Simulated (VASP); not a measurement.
Wanted: the native input for a VASP 6.6.1 run.

```
Task                   : relaxation of cell and atoms
Functional             : PBEsol
Potentials or basis    : VASP PAW PBE potentials, release 64 (Tc_pv)
Cutoff                 : 600 eV
k mesh                 : 11 × 11 × 6
Occupations            : fermi-dirac, width 0.05 eV
Spin                   : no spin polarisation
Target pressure        : 10 GPa
Dipole correction      : no
Further INCAR settings : ALGO = Normal; EDIFF = 1e-06; IBRION = 2; EDIFFG = -0.01; NSW = 80; ISIF = 3
```

The structure of Tc lies in POSCAR:

```
Tc
1.0
    2.7400000000      0.0000000000      0.0000000000
   -1.3700000000      2.3729096064      0.0000000000
    0.0000000000      0.0000000000      4.3980000000
Tc
2
Direct
    0.6666666667      0.3333333333      0.7500000000
    0.3333333333      0.6666666667      0.2500000000
```

These files were run (other wordings do the same):

INCAR

```
SYSTEM = Tc
PREC = Accurate
ENCUT = 600
EDIFF = 1E-6
ISMEAR = -1
SIGMA = 0.05
LREAL = .FALSE.
LASPH = .TRUE.
NELM = 100
ALGO = Normal
ISIF = 3
LWAVE = .FALSE.
LCHARG = .FALSE.
GGA = PS
IBRION = 2
NSW = 80
EDIFFG = -0.01
PSTRESS = 100.0
```

KPOINTS

```
Automatic mesh
0
G
  11 11 6
  0 0 0
```

Potentials or basis: VASP PAW PBE potentials, release 64 (Tc_pv).

Launch:

```bash
$ cat potpaw_PBE.64/Tc_pv/POTCAR > POTCAR
$ mpirun -np 1 vasp_std > vasp.out
```

Results of the run:

The relaxed volume is 13.58 Å³/atom and the relaxed cell is a = 2.693 Å, b = 2.693 Å, c = 4.323 Å, α = 90.00°, β = 90.00°, γ = 120.00°. The space group after relaxing (to 0.1 Å) is P6_3/mmc (No. 194). The energy change on relaxing (the run minimises the enthalpy) is +4.9 meV/atom and the ionic steps are 5. The pressure after relaxing is 10.1 GPa and the band gap on the k mesh is zero (bands 13 and 14 overlap by 3.37 eV).

Caveat: the cell is relaxed towards a set pressure, so the run minimises the enthalpy, not the energy; the PAW data sets were made with another functional, which shifts forces and pressure a little.

Wall time 3.8 min on 1 thread of AMD EPYC 7R13, with other jobs on the host, peak memory 0.15 GiB.
